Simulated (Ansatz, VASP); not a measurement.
**CaO: VASP beside Ansatz**

POSCAR

```
CaO
1.0
    0.0000000000      2.6067317416      2.6067317416
    2.6067317416      0.0000000000      2.6067317416
    2.6067317416      2.6067317416      0.0000000000
Ca O
1 1
Direct
    0.0000000000      0.0000000000      0.0000000000
    0.2500000000      0.2500000000      0.2500000000
```

Contents of INCAR.step1:

```
PREC = Accurate
ENCUT = 520
EDIFF = 1E-5
ISMEAR = 0
SIGMA = 0.01
LREAL = False
LASPH = True
NELM = 100
ALGO = Normal
ISIF = 2
LWAVE = True
LCHARG = False
NBANDS = 15
GGA = PE
```

File INCAR.step2:

```
PREC = Accurate
ENCUT = 520
EDIFF = 1E-6
ISMEAR = 0
SIGMA = 0.01
LREAL = False
LASPH = True
NELM = 100
ALGO = Normal
ISIF = 2
LWAVE = False
LCHARG = False
GGA = PE
LHFCALC = True
HFSCREEN = 0.2079
PRECFOCK = Normal
NBANDS = 15
ISTART = 1
```

File KPOINTS:

```
regular mesh
0
Gamma
  2 2 2
```

Input for Ansatz:

```yaml
crystal:
  lattice:
    - [0.0, 2.6067317416, 2.6067317416]
    - [2.6067317416, 0.0, 2.6067317416]
    - [2.6067317416, 2.6067317416, 0.0]
  atoms:
    - { symbol: Ca, position: [0.0, 0.0, 0.0] }
    - { symbol: O, position: [0.25, 0.25, 0.25] }
kpoints:
  mp_grid: { grid: [2, 2, 2] }
hamiltonian:
  xc: hse06
scf:
  occupations: { method: fixed }
  n_extra_bands: 4
output:
  forces: true
  stress: true
  eigenvalues: true
```

Alike in both runs: task single point; functional HSE06; k mesh 2 × 2 × 2; no spin polarisation.

|  | VASP | Ansatz |
| --- | --- | --- |
| version | VASP 6.6.1 | Ansatz 0.2.0 |
| potentials or method | VASP PAW PBE potentials, release 64 (Ca_sv, O) | plane waves |
| plane-wave cutoff (eV) | 520 | 420 |
| occupations | gaussian, width 0.01 eV | fixed |
| valence electrons in the cell | 16 | 16 |

```tsv
	VASP	Ansatz	Ansatz less VASP
gap on the k mesh at the Fermi level (eV)	4.81	4.76	-0.050
pressure (GPa)	0.0	0.1	+0.08
```

Ansatz's warnings: stress exchange threshold loose, stress scf threshold loose.

The k mesh is coarse, so the values compare programs but aren't converged.
